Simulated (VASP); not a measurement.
# BN (R3m) in VASP: notebook, part 2 of 2

VASP 6.6.1. The steps go on from the part before.

**3. Single point, LDA (strain -0.040 along x and y, -0.080 along z)**

File INCAR:

```
SYSTEM = BN
PREC     = Accurate       ! precision mode
ENCUT    = 600            ! plane-wave cutoff, eV
EDIFF    = 1E-6           ! SCF threshold, eV
ISMEAR   = 0              ! smearing method
SIGMA    = 0.05           ! smearing width, eV
LREAL    = .False.        ! projectors in reciprocal space
LASPH    = .True.         ! aspherical terms in the spheres
NELM     = 120            ! most SCF steps
ALGO     = Normal         ! electronic algorithm
ISIF     = 2              ! what is computed and relaxed
LWAVE    = .False.        ! write WAVECAR
LCHARG   = .False.        ! write CHGCAR
NBANDS   = 11             ! bands
GGA_COMPAT= .False.
```

File KPOINTS:

```
Automatic mesh
0
Gamma
  12 12 12
  0 0 0
```

File POSCAR:

```
BN
1.0
    1.2010769119      0.6934420784      3.1030996510
   -1.2010769119      0.6934420784      3.1030996510
    0.0000000000     -1.3868841568      3.1030996510
B N
1 1
Direct
    0.9996712000      0.9996712000      0.9996712000
    0.3327618000      0.3327618000      0.3327618000
```

Potentials or basis: VASP PAW LDA potentials, release 64 (B, N).

Command:

```sh
$ cat potpaw_LDA.64/B/POTCAR potpaw_LDA.64/N/POTCAR > POTCAR
$ mpirun -np 1 vasp_std > vasp.out
```

OUTCAR:

```text
SYSTEM = BN
   PREC = Accurate
   ENCUT = 600
   EDIFF = 1E-6
   ISMEAR = 0
   LREAL = .False.
   LASPH = .True.
   NELM = 120
   ISIF = 2

 ion  position               nearest neighbor table
   1  1.000  1.000  1.000-   2 1.39   2 1.39   2 1.39
   2  0.333  0.333  0.333-   1 1.39   1 1.39   1 1.39

  LATTYP: Found a trigonal (rhomboedric) cell.
 ALAT       =     3.3989226394
 COS(alpha) =     0.7502594447

  Lattice vectors:

 A1 = (   1.2010769119,   0.6934420784,   3.1030996510)
 A2 = (  -1.2010769119,   0.6934420784,   3.1030996510)
 A3 = (   0.0000000000,  -1.3868841568,   3.1030996510)

Analysis of symmetry for initial positions (statically):
=====================================================================
 Subroutine PRICEL returns:
 Original cell was already a primitive cell.

 Routine SETGRP: Setting up the symmetry group for a
 trigonal (rhombohedral) supercell.

 Subroutine GETGRP returns: Found  6 space group operations
 (whereof  6 operations were pure point group operations)
 out of a pool of 12 trial point group operations.

The static configuration has the point symmetry C_3v.

[... 164 lines left out ...]
 fundamental gap:      4.0877303633
 Fermi energy:         3.5141421724

 k-point     1 :       0.0000    0.0000    0.0000
  band No.  band energies     occupation
      1     -15.1267      2.00000
      2      -1.1071      2.00000
      3       2.1677      2.00000
      4       2.1677      2.00000
      5       8.7040      0.00000
      6      15.9300      0.00000
      7      15.9300      0.00000
      8      17.8898      0.00000
      9      20.7168      0.00000
     10      31.3237      0.00000
     11      33.9389      0.00000
[... 309 lines left out ...]
 k-point    24 :      -0.4167    0.1667    0.0000
  band No.  band energies     occupation
      1     -11.1435      2.00000
      2      -5.8465      2.00000
      3      -2.2995      2.00000
      4       2.9768      2.00000
      5       8.7232      0.00000
      6      15.6813      0.00000
      7      17.7712      0.00000
      8      18.5297      0.00000
      9      22.4574      0.00000
     10      26.7317      0.00000
     11      28.9582      0.00000

 [... further k-points ...]
[... 5 lines left out ...]
  --------------------------------------------------------------------------------------
  -------------------------------------------------------------------------------------
  Total        4.8129392      4.8129392      0.1295964      0.0000000      0.0000000      0.0000000
  in kB      497.2708208    497.2708208     13.3898410      0.0000000      0.0000000      0.0000000
  external PRESSURE =     335.9771609 kB  Pullay stress =       0.0000000 kB

 VOLUME and BASIS-vectors are now :
 -----------------------------------------------------------------------------
  energy-cutoff  :      600.00
  volume of cell :       15.51
      direct lattice vectors                 reciprocal lattice vectors
     1.201076912  0.693442078  3.103099651     0.416293074  0.240346918  0.107419474
    -1.201076912  0.693442078  3.103099651    -0.416293074  0.240346918  0.107419474
     0.000000000 -1.386884157  3.103099651     0.000000000 -0.480693837  0.107419474

 POSITION                                       TOTAL-FORCE (eV/Angst)
 -----------------------------------------------------------------------------------
      0.00000      0.00000      9.30624         0.000000      0.000000      0.030904
      0.00000      0.00000      3.09778         0.000000      0.000000     -0.030904
 -----------------------------------------------------------------------------------
    total drift:                               -0.000000     -0.000000      0.000019

  FREE ENERGIE OF THE ION-ELECTRON SYSTEM (eV)
  ---------------------------------------------------
  free  energy   TOTEN  =       -19.1203679301 eV

  energy  without entropy=      -19.1203679301  energy(sigma->0) =      -19.12036793
```

OSZICAR:

```text
N       E                     dE             d eps       ncg     rms          rms(c)
DAV:   1     0.150266551245E+02    0.15027E+02   -0.51654E+03  4246   0.774E+02
DAV:   2    -0.208778798661E+02   -0.35905E+02   -0.34659E+02  4941   0.170E+02
DAV:   3    -0.215746001338E+02   -0.69672E+00   -0.69548E+00  5065   0.206E+01
DAV:   4    -0.215761740435E+02   -0.15739E-02   -0.15739E-02  4578   0.121E+00
DAV:   5    -0.215761796359E+02   -0.55924E-05   -0.55924E-05  5011   0.617E-02    0.859E+00
DAV:   6    -0.194560673004E+02    0.21201E+01   -0.59056E+00  4473   0.139E+01    0.387E+00
DAV:   7    -0.191821957095E+02    0.27387E+00   -0.33873E-01  4962   0.407E+00    0.223E+00
DAV:   8    -0.191207468092E+02    0.61449E-01   -0.14816E-01  4866   0.238E+00    0.282E-01
DAV:   9    -0.191203959704E+02    0.35084E-03   -0.21020E-03  4605   0.411E-01    0.148E-01
DAV:  10    -0.191203663490E+02    0.29621E-04   -0.14364E-04  4793   0.108E-01    0.205E-02
DAV:  11    -0.191203681973E+02   -0.18483E-05   -0.62958E-06  4905   0.175E-02    0.134E-02
DAV:  12    -0.191203679301E+02    0.26726E-06   -0.14789E-06  3287   0.809E-03
   1 F= -.19120368E+02 E0= -.19120368E+02  d E =-.299321E-11
```

stdout:

```text
POSCAR found type information on POSCAR B N
 POSCAR found :  2 types and       2 ions
 scaLAPACK will be used
 LDA part: xc-table for (Slater(with rela. corr.)+CA(PZ))
 , standard interpolation
 POSCAR, INCAR and KPOINTS ok, starting setup
 FFT: planning ... GRIDC
 FFT: planning ... GRID_SOFT
 FFT: planning ... GRID
 WAVECAR not read
 entering main loop
```

Run time: 76 s. Hardware: 1 thread of Intel Xeon Platinum 8375C at 2.90GHz (Ice Lake), shared host; peak memory 0.16 GiB.

Results:

| Quantity | Value |
| --- | --- |
| Free energy | -19.1204 eV |
| Pressure | 33.6 GPa |
| Largest force | 0.031 eV/Å |
| Band gap on the k mesh | 4.09 eV, indirect (least direct gap 4.86 eV) |

Forces in eV/Å, atoms in the order of the input:
```
B    0.000  0.000  0.031
N    0.000  0.000 -0.031
```

Stress tensor (GPa, compression positive):
```
49.73  0.00  0.00
 0.00 49.73  0.00
 0.00  0.00  1.34
```

Caveat: the cell differs from its parent crystal (strain -0.040 along x and y, -0.080 along z).

**4. Single point, LDA (strain -0.080 along x and y, +0.040 along z)**

File INCAR:

```
SYSTEM = BN
PREC = Accurate
ENCUT = 600
EDIFF = 1E-6
ISMEAR = 0
SIGMA = 0.05
LREAL = .False.
LASPH = .True.
NELM = 120
ALGO = Normal
ISIF = 2
LWAVE = .False.
LCHARG = .False.
NBANDS = 11
GGA_COMPAT = .False.
```

KPOINTS is that of step 3.

File POSCAR:

```
BN
1.0
    1.1510320406      0.6645486584      3.5078517794
   -1.1510320406      0.6645486584      3.5078517794
    0.0000000000     -1.3290973169      3.5078517794
B N
1 1
Direct
    0.9996712000      0.9996712000      0.9996712000
    0.3327618000      0.3327618000      0.3327618000
```

Command:

```sh
$ cat potpaw_LDA.64/B/POTCAR potpaw_LDA.64/N/POTCAR > POTCAR
$ mpirun -np 1 vasp_std > vasp.out
```

Run time: 1.9 min. Hardware: 1 thread of Intel Xeon Platinum 8375C at 2.90GHz (Ice Lake), shared host; peak memory 0.17 GiB.

The run converged. Its results:

```yaml
Free_energy: -18.4234 eV
Pressure: 76.1 GPa
Largest_force: 0.015 eV/Å
Band_gap_on_the_k_mesh: 4.24 eV, indirect (least direct gap 5.14 eV)
```

Forces on the atoms (eV/Å):
```
B    0.000  0.000 -0.015
N    0.000  0.000  0.015
```

Stress tensor (GPa, compression positive):
```
115.12   0.00   0.00
  0.00 115.12   0.00
  0.00   0.00  -1.81
```

Levels at points of the mesh, in eV from the valence-band top:
| k point | band 2 | band 3 | band 4 | band 5 | band 6 | band 7 |
| --- | --- | --- | --- | --- | --- | --- |
| (0.00, 0.00, 0.00) | -5.98 | -0.97 | -0.97 | 4.24 | 13.73 | 13.73 |
| (0.50, 0.00, 0.00) | -9.90 | -4.51 | -0.99 | 5.49 | 12.09 | 13.73 |
| (0.50, 0.50, 0.00) | -9.82 | -4.54 | -1.41 | 4.57 | 12.66 | 14.89 |
| (0.50, 0.50, 0.50) | -7.50 | -0.97 | -0.97 | 9.39 | 13.70 | 13.70 |

Caveat: the cell differs from its parent crystal (strain -0.080 along x and y, +0.040 along z). A k mesh can miss the band edges.

**5. Single point, LDA (strain -0.040 along x and y, -0.040 along z)**

File INCAR:

```
SYSTEM = BN
  PREC = Accurate
  ENCUT = 600
  EDIFF = 1E-6
  ISMEAR = 0
  SIGMA = 0.05
  LREAL = .False.
  LASPH = .True.
  NELM = 120
  ALGO = Normal
  ISIF = 2
  LWAVE = .False.
  LCHARG = .False.
  GGA = CA
  NBANDS = 11
  GGA_COMPAT = .False.
```

File KPOINTS:

```
regular mesh
0
Gamma
  12 12 12
  0 0 0
```

File POSCAR:

```
BN
1.0
    1.2010769119      0.6934420784      3.2380170272
   -1.2010769119      0.6934420784      3.2380170272
    0.0000000000     -1.3868841568      3.2380170272
B N
1 1
Direct
    0.9996712000      0.9996712000      0.9996712000
    0.3327618000      0.3327618000      0.3327618000
```

Command:

```sh
$ cat potpaw_LDA.64/B/POTCAR potpaw_LDA.64/N/POTCAR > POTCAR
$ mpirun -np 1 vasp_std > vasp.out
```

Wall time 90 s (1 thread of Intel Xeon Platinum 8375C at 2.90GHz (Ice Lake), shared host); peak memory 0.15 GiB.

It converged, with:

| Item | Value |
| --- | --- |
| Free energy | -19.1233 eV |
| Pressure | 31.7 GPa |
| Largest force | 0.008 eV/Å |
| Band gap on the k mesh | 4.22 eV, indirect (least direct gap 4.85 eV) |

Forces in eV/Å, atoms in the order of the input:
```
B    0.000  0.000  0.008
N    0.000  0.000 -0.008
```

Stress tensor (GPa, compression positive):
```
47.67  0.00  0.00
 0.00 47.67  0.00
 0.00  0.00 -0.36
```

Levels at points of the mesh, in eV from the valence-band top:
```csv
k point,band 1,band 2,band 3,band 4,band 5,band 6,band 7,band 8,band 9
"(0.00, 0.00, 0.00)",-18.34,-4.68,-1.12,-1.12,5.05,12.63,12.63,14.54,17.24
"(0.50, 0.00, 0.00)",-14.72,-9.39,-4.25,-0.67,5.45,11.17,13.55,15.60,20.98
"(0.50, 0.50, 0.00)",-14.62,-9.23,-4.32,-1.38,4.22,11.22,14.86,18.49,21.92
"(0.50, 0.50, 0.50)",-17.98,-7.06,-1.14,-1.14,10.71,12.55,12.55,14.65,17.62
```

Caveat: the cell differs from its parent crystal (strain -0.040 along x and y, -0.040 along z).

**6. Single point, LDA (strain -0.080 along x and y, +0.080 along z)**

File INCAR:

```
PREC = Accurate ; ENCUT = 600
EDIFF = 1E-6 ; ISMEAR = 0
SIGMA = 0.05 ; LREAL = F
LASPH = T ; NELM = 120
ALGO = Normal ; ISIF = 2
LWAVE = F ; LCHARG = F
NBANDS = 11 ; GGA_COMPAT = F
```

File KPOINTS:

```
Automatic mesh
0
Gamma
  12 12 12
```

File POSCAR:

```
BN
1.0
    1.1510320406      0.6645486584      3.6427691556
   -1.1510320406      0.6645486584      3.6427691556
    0.0000000000     -1.3290973169      3.6427691556
B N
1 1
Direct
    0.9996712000      0.9996712000      0.9996712000
    0.3327618000      0.3327618000      0.3327618000
```

Potentials or basis: VASP PAW LDA potentials, release 64 (B, N).

Command:

```sh
$ cat potpaw_LDA.64/B/POTCAR potpaw_LDA.64/N/POTCAR > POTCAR
$ mpirun -np 1 vasp_std > vasp.out
```

It took 56 s on 1 thread of Intel Xeon Platinum 8375C at 2.90GHz (Ice Lake), shared host; peak memory 0.17 GiB.

It converged, with:

| Quantity | Value |
| --- | --- |
| Free energy | -18.4172 eV |
| Pressure | 73.3 GPa |
| Largest force | 0.020 eV/Å |
| Band gap on the k mesh | 4.05 eV, indirect (least direct gap 5.02 eV) |

Forces on the atoms (eV/Å):
```
B    0.000  0.000 -0.020
N    0.000  0.000  0.020
```

Stress tensor (GPa, compression positive):
```
110.84   0.00   0.00
  0.00 110.84   0.00
  0.00   0.00  -1.88
```

Levels at points of the mesh, in eV from the valence-band top:
```tsv
k point	band 2	band 3	band 4	band 5	band 6	band 7
(0.00, 0.00, 0.00)	-6.14	-0.98	-0.98	4.05	13.72	13.72
(0.50, 0.00, 0.00)	-9.90	-4.52	-1.04	5.42	12.01	13.54
(0.50, 0.50, 0.00)	-9.84	-4.54	-1.37	4.65	12.64	14.64
(0.50, 0.50, 0.50)	-7.37	-0.98	-0.98	8.77	13.69	13.69
```

Caveat: the cell differs from its parent crystal (strain -0.080 along x and y, +0.080 along z). A k mesh can miss the band edges.

**7. Summary**

| cell | gap on the mesh (eV) | pressure (GPa) | largest force (eV/Å) |
| --- | --- | --- | --- |
| a = 3.625 Å, angles 37.0°, 2 atoms | 4.49 | 79.3 | 0.01 |
| a = 3.399 Å, angles 41.4°, 2 atoms | 4.09 | 33.6 | 0.03 |
| a = 3.751 Å, angles 35.7°, 2 atoms | 4.24 | 76.1 | 0.02 |
| a = 3.523 Å, angles 39.9°, 2 atoms | 4.22 | 31.7 | 0.01 |
| a = 3.878 Å, angles 34.5°, 2 atoms | 4.05 | 73.3 | 0.02 |

Alike in all rows: task single point; level LDA; potentials or basis VASP PAW LDA potentials, release 64 (B, N); no spin polarisation; k mesh 12 × 12 × 12; cutoff (eV) 600; smearing gaussian 0.05 eV.

Absolute energies hang on the potentials; compare differences alone.
